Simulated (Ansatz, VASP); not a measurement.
# ZrB: VASP beside Ansatz

```
CELL_PARAMETERS angstrom
0.00000 2.32500 2.32500
2.32500 0.00000 2.32500
2.32500 2.32500 0.00000
ATOMIC_POSITIONS crystal
Zr 0.00000 0.00000 0.00000
B 0.50000 0.50000 0.50000
```

Alike in both runs: functional PBEsol; k mesh 10 × 10 × 10; occupations fermi-dirac, width 0.05 eV; non-collinear spin, spin-orbit coupling.

```csv
,VASP,Ansatz
version,VASP 6.6.1,Ansatz 0.2.0
potentials or method,"VASP PAW PBE potentials, release 64 (Zr_sv, B)",Ansatz PAW
plane-wave cutoff (eV),520,420
valence electrons in the cell,15,15
task,single point,band structure
```

|  | VASP | Ansatz | Ansatz less VASP |
| --- | --- | --- | --- |
| net moment per atom (μB) | 0.00 | 0.00 | 0.000 |

VASP's potentials were made for PBE, not for PBEsol. The functional is the same, so the differences come from potentials, cutoffs and numerics.
